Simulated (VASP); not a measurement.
# Pd (Fm-3m) in VASP: notebook

Runs on Pd. Level: LDA. Tasks: single point, relaxation of cell and atoms.

All numbers are computed with VASP 6.6.1; they aren't measurements. Logs are shortened: lines on timing, memory, paths and dates and some standing lists are left out, and cuts for length are marked.

## Step 1: The cell of the first run

The structure is cubic, space group Fm-3m (No. 225). Conventional cell: a = 3.838 Å, b = 3.838 Å, c = 3.838 Å, α = 90.00°, β = 90.00°, γ = 90.00°. Within 3.6 Å of Pd (site symmetry m-3m) lie 12 Pd at 2.71 Å.

## Step 2: Single point, LDA

Input file INCAR:

```
SYSTEM = Pd
ALGO = Normal
EDIFF = 1E-6
ENCUT = 500
GGA_COMPAT = .FALSE.
ISIF = 2
ISMEAR = 1
LASPH = .TRUE.
LCHARG = .FALSE.
LREAL = .FALSE.
LWAVE = .FALSE.
NBANDS = 11
NELM = 120
PREC = Accurate
SIGMA = 0.05
```

Input file KPOINTS:

```
k-points
0
G
  10 10 10
  0 0 0
```

Input file POSCAR:

```
Pd
1.0
    0.0000000000      1.9190431254      1.9190431254
    1.9190431254      0.0000000000      1.9190431254
    1.9190431254      1.9190431254      0.0000000000
Pd
1
Direct
    0.0000000000      0.0000000000      0.0000000000
```

Potentials or basis: VASP PAW LDA potentials, release 64 (Pd).

Launch:

```
$ cat potpaw_LDA.64/Pd/POTCAR > POTCAR
$ mpirun -np 1 vasp_std > vasp.out
```

OUTCAR:

```text
SYSTEM = Pd
   EDIFF = 1E-6
   ENCUT = 500
   ISIF = 2
   ISMEAR = 1
   LASPH = .TRUE.
   LREAL = .FALSE.
   NELM = 120
   PREC = Accurate

 ion  position               nearest neighbor table
   1  0.000  0.000  0.000-

  LATTYP: Found a face centered cubic cell.
 ALAT       =     3.8380862508

  Lattice vectors:

 A1 = (   0.0000000000,   1.9190431254,   1.9190431254)
 A2 = (   1.9190431254,   0.0000000000,   1.9190431254)
 A3 = (   1.9190431254,   1.9190431254,   0.0000000000)

Analysis of symmetry for initial positions (statically):
=====================================================================
 Subroutine PRICEL returns:
 Original cell was already a primitive cell.

 Routine SETGRP: Setting up the symmetry group for a
 face centered cubic supercell.

 Subroutine GETGRP returns: Found 48 space group operations
 (whereof 48 operations were pure point group operations)
 out of a pool of 48 trial point group operations.

The static configuration has the point symmetry O_h .

Analysis of symmetry for dynamics (positions and initial velocities):
=====================================================================
 Subroutine PRICEL returns:
 Original cell was already a primitive cell.

 Routine SETGRP: Setting up the symmetry group for a
 face centered cubic supercell.

 Subroutine GETGRP returns: Found 48 space group operations
 (whereof 48 operations were pure point group operations)
 out of a pool of 48 trial point group operations.

The dynamic configuration has the point symmetry O_h .

 Subroutine INISYM returns: Found 48 space group operations
 (whereof 48 operations are pure point group operations),
 and found     1 'primitive' translations

----------------------------------------------------------------------------------------

                                     Primitive cell

  volume of cell :      14.1346

  direct lattice vectors                    reciprocal lattice vectors
     0.000000000  1.919043125  1.919043125    -0.260546516  0.260546516  0.260546516
     1.919043125  0.000000000  1.919043125     0.260546516 -0.260546516  0.260546516
     1.919043125  1.919043125  0.000000000     0.260546516  0.260546516 -0.260546516

  length of vectors
     2.713936815  2.713936815  2.713936815     0.451279803  0.451279803  0.451279803

  position of ions in fractional coordinates (direct lattice)
     0.000000000  0.000000000  0.000000000

  ion indices of the primitive-cell ions
   primitive index   ion index
                 1           1

----------------------------------------------------------------------------------------

[... 74 lines left out ...]
   NFREE  =      0    steps in history (QN), initial steepest desc. (CG)
   ISIF   =      2    stress and relaxation
   ISYM   =      2    0-nonsym 1-usesym 2-fastsym
   POTIM  = 0.5000    time-step for ionic-motion
   TEBEG  =    0.0;   TEEND  =   0.0 temperature during run
   PSTRESS=    0.0 pullay stress
   NELECT =      10.0000    total number of electrons
   NUPDOWN=      -1.0000    fix difference up-down
   EMIN   =  10.00;   EMAX   =-10.00  energy-range for DOS
   EFERMI =   0.00;   METHOD = LEGACY
   ISMEAR =     1;   SIGMA  =   0.05  broadening in eV -4-tet -1-fermi 0-gaus
   EFERMI_NEDOS =   21; number of points for ismear=-14 and -15
   IALGO  =     38    algorithm
   IMIX   =      4    mixing-type and parameters
     AMIX     =   0.40;   BMIX     =  1.00
     AMIX_MAG =   1.60;   BMIX_MAG =  1.00
  volume/ion in A,a.u.               =      14.13        95.39
  Fermi-wavevector in a.u.,A,eV,Ry     =   1.458747  2.756633 28.952436  2.127944
  Thomas-Fermi vector in A             =   2.575396
   LORBIT       =      0    0 simple, 1 ext, 2 COOP (PROOUT), +10 PAW based schemes
   GGA     = CA    functional components
   LHFCALC =     F    Hartree Fock is set to
   AEXX    =    0.0000 exact exchange contribution
   IVDW    =     0    specifies the selected vdW correction
   LEPSILON=     F    determine dielectric tensor
   LRPA    =     F    only Hartree local field effects (RPA)
 non-spin polarized calculation
 Methfessel and Paxton  Order N= 1 SIGMA  =   0.05
  energy-cutoff  :      500.00
  volume of cell :       14.13
 maximum number of plane-waves:       370
   NGX =  9   NGY =  9   NGZ =  9

 number of electron      10.0000005 magnetization

 Free energy of the ion-electron system (eV)
  ---------------------------------------------------
  ext. energy  EPLUGINS =         0.00000000
  ---------------------------------------------------
  free energy    TOTEN  =        -6.50917787 eV

  energy without entropy =       -6.50911458  energy(sigma->0) =       -6.50915677

 E-fermi :  10.3706     XC(G=0): -13.7776

 val. band max:       10.3561521576   @ k =   0.5000   0.1000   0.0000
 cond. band min:      10.4039650218   @ k =   0.5000   0.2000   0.0000
 fundamental gap:      0.0478128642
 Fermi energy:        10.3706122723

 k-point     1 :       0.0000    0.0000    0.0000
  band No.  band energies     occupation
      1       2.7664      2.00000
      2       7.2765      2.00000
      3       7.2765      2.00000
      4       7.2765      2.00000
      5       9.0414      2.00000
      6       9.0414      2.00000
      7      27.4774      0.00000
      8      32.4434      0.00000
      9      32.4434      0.00000
     10      32.4434      0.00000
     11      35.9866      0.00000
[... 309 lines left out ...]
 k-point    24 :       0.4000    0.3000    0.0000
  band No.  band energies     occupation
      1       5.1472      2.00000
      2       5.4280      2.00000
      3       8.7662      2.00000
      4       9.3229      2.00000
      5      10.2686      2.01397
      6      11.3786      0.00000
      7      24.2536      0.00000
      8      25.9985      0.00000
      9      26.1804      0.00000
     10      31.6794      0.00000
     11      33.9933      0.00000

 [... further k-points ...]
[... 5 lines left out ...]
  --------------------------------------------------------------------------------------
  -------------------------------------------------------------------------------------
  Total        0.0281589      0.0281589      0.0281589     -0.0000000      0.0000000      0.0000000
  in kB        3.1918521      3.1918521      3.1918521     -0.0000000      0.0000000      0.0000000
  external PRESSURE =       3.1918521 kB  Pullay stress =       0.0000000 kB

 VOLUME and BASIS-vectors are now :
 -----------------------------------------------------------------------------
  energy-cutoff  :      500.00
  volume of cell :       14.13
      direct lattice vectors                 reciprocal lattice vectors
     0.000000000  1.919043125  1.919043125    -0.260546516  0.260546516  0.260546516
     1.919043125  0.000000000  1.919043125     0.260546516 -0.260546516  0.260546516
     1.919043125  1.919043125  0.000000000     0.260546516  0.260546516 -0.260546516

 POSITION                                       TOTAL-FORCE (eV/Angst)
 -----------------------------------------------------------------------------------
      0.00000      0.00000      0.00000        -0.000000      0.000000      0.000000
 -----------------------------------------------------------------------------------
    total drift:                                0.000000     -0.000000      0.000000

  FREE ENERGIE OF THE ION-ELECTRON SYSTEM (eV)
  ---------------------------------------------------
  free  energy   TOTEN  =        -6.5091778688 eV

  energy  without entropy=       -6.5091145775  energy(sigma->0) =       -6.50915677
```

It took 9.2 s on 1 thread of Intel Xeon 8259CL, shared host; peak memory 0.12 GiB.

What came out:

```yaml
Free_energy: -6.5092 eV
Pressure: 0.3 GPa
Band_gap_on_the_k_mesh: zero (band 5 reaches 10.68 eV, above the bottom of band 6 at 8.98 eV)
```

Levels at points of the mesh, in eV from the Fermi level:
| k point | band 3 | band 4 | band 5 | band 6 | band 7 | band 8 |
| --- | --- | --- | --- | --- | --- | --- |
| (0.00, 0.00, 0.00) | -3.09 | -3.09 | -1.33 | -1.33 | 17.11 | 22.07 |
| (0.50, 0.00, 0.00) | -3.14 | -0.03 | -0.03 | 0.82 | 7.58 | 16.49 |
| (0.50, 0.50, 0.00) | -0.05 | 0.30 | 0.30 | 3.22 | 11.15 | 13.27 |

## Step 3: Relaxation of cell and atoms, LDA

This run uses another cell than the first one, of 14.75 Å³/atom, 1.044 times its volume.

Input file INCAR:

```
SYSTEM = Pd
ALGO = Normal
EDIFF = 1E-7
EDIFFG = -0.03
ENCUT = 500
GGA_COMPAT = .False.
IBRION = 2
ISIF = 3
ISMEAR = 1
LASPH = .True.
LCHARG = .False.
LREAL = .False.
LWAVE = .False.
NELM = 120
NELMIN = 4
NSW = 80
PREC = Accurate
SIGMA = 0.05
```

Input file KPOINTS:

```
k-points
0
Gamma
  10 10 10
  0 0 0
```

Input file POSCAR:

```
Pd
1.0
    0.0000000000      1.9465000000      1.9465000000
    1.9465000000      0.0000000000      1.9465000000
    1.9465000000      1.9465000000      0.0000000000
Pd
1
Direct
    0.0000000000      0.0000000000      0.0000000000
```

Potentials or basis: VASP PAW LDA potentials, release 64 (Pd).

Launch:

```
$ cat potpaw_LDA.64/Pd/POTCAR > POTCAR
$ mpirun -np 1 vasp_std > vasp.out
```

OUTCAR:

```text
SYSTEM = Pd
   EDIFF = 1E-7
   EDIFFG = -0.03
   ENCUT = 500
   IBRION = 2
   ISIF = 3
   ISMEAR = 1
   LASPH = .True.
   LREAL = .False.
   NELM = 120
   NELMIN = 4
   NSW = 80
   PREC = Accurate

 ion  position               nearest neighbor table
   1  0.000  0.000  0.000-

  LATTYP: Found a face centered cubic cell.
 ALAT       =     3.8930000000

  Lattice vectors:

 A1 = (   0.0000000000,   1.9465000000,   1.9465000000)
 A2 = (   1.9465000000,   0.0000000000,   1.9465000000)
 A3 = (   1.9465000000,   1.9465000000,   0.0000000000)

Analysis of symmetry for initial positions (statically):
=====================================================================
 Subroutine PRICEL returns:
 Original cell was already a primitive cell.

[... 177 lines left out ...]
 Fermi energy:         9.6119546717

 k-point     1 :       0.0000    0.0000    0.0000
  band No.  band energies     occupation
      1       2.3542      2.00000
      2       6.7267      2.00000
      3       6.7267      2.00000
      4       6.7267      2.00000
      5       8.3740      2.00000
      6       8.3740      2.00000
      7      26.7238      0.00000
      8      31.4420      0.00000
      9      31.4420      0.00000
[... 345 lines left out ...]
--------------------------------------- Ionic step        3  -------------------------------------------

 number of electron      10.0000005 magnetization

 Free energy of the ion-electron system (eV)
  ---------------------------------------------------
  ext. energy  EPLUGINS =         0.00000000
  ---------------------------------------------------
  free energy    TOTEN  =        -6.50943139 eV

  energy without entropy =       -6.50937087  energy(sigma->0) =       -6.50941121

 E-fermi :  10.3314     XC(G=0): -13.7643

 val. band max:       10.3169850483   @ k =   0.5000   0.1000   0.0000
 cond. band min:      10.3646176167   @ k =   0.5000   0.2000   0.0000
 fundamental gap:      0.0476325684
 Fermi energy:        10.3314388572

 k-point     1 :       0.0000    0.0000    0.0000
  band No.  band energies     occupation
      1       2.7449      2.00000
      2       7.2482      2.00000
      3       7.2482      2.00000
      4       7.2482      2.00000
      5       9.0070      2.00000
      6       9.0070      2.00000
      7      27.4391      0.00000
      8      32.3925      0.00000
      9      32.3925      0.00000
[... 304 lines left out ...]
  FREE ENERGIE OF THE ION-ELECTRON SYSTEM (eV)
  ---------------------------------------------------
  free  energy   TOTEN  =        -6.5094313870 eV

  energy  without entropy=       -6.5093708657  energy(sigma->0) =       -6.50941121

 reached required accuracy - stopping structural energy minimisation
```

CONTCAR:

```text
Pd
   1.00000000000000
     0.0000000000000000    1.9204172071503869    1.9204172071503869
     1.9204172071503869   -0.0000000000000000    1.9204172071503869
     1.9204172071503869    1.9204172071503869    0.0000000000000000
  Pd
     1
Direct
     0.0000000000000000    0.0000000000000000    0.0000000000000000

  0.00000000E+00  0.00000000E+00  0.00000000E+00
```

It took 23 s on 1 thread of Intel Xeon 8259CL, shared host; peak memory 0.13 GiB.

Results:

| Property | Result |
| --- | --- |
| Free energy | -6.5094 eV |
| Relaxed volume | 14.17 Å³/atom |
| Relaxed cell | a = 2.716 Å, b = 2.716 Å, c = 2.716 Å, α = 60.00°, β = 60.00°, γ = 60.00° |
| Space group after relaxing (to 0.05 Å) | Fm-3m (No. 225) |
| Energy gained by relaxing | 16.4 meV/atom |
| Ionic steps | 3 |
| Pressure after relaxing | -0.2 GPa |
| Band gap on the k mesh | zero (band 5 reaches 10.64 eV, above the bottom of band 6 at 8.95 eV) |

The path:
```csv
step,energy change (eV),largest force (eV/Å),pressure (GPa),volume (Å³)
1,0.0000,0.0000,-8.42,14.75
2,0.0417,0.0000,20.20,13.16
3,-0.0164,0.0000,-0.21,14.17
```

Final structure:
```
Pd
1.0
     0.00000    1.92042    1.92042
     1.92042    0.00000    1.92042
     1.92042    1.92042    0.00000
Pd
1
Direct
  0.00000 0.00000 0.00000
```

LDA usually gives volumes a few per cent too small. Zero-point motion and thermal expansion aren't in these numbers.
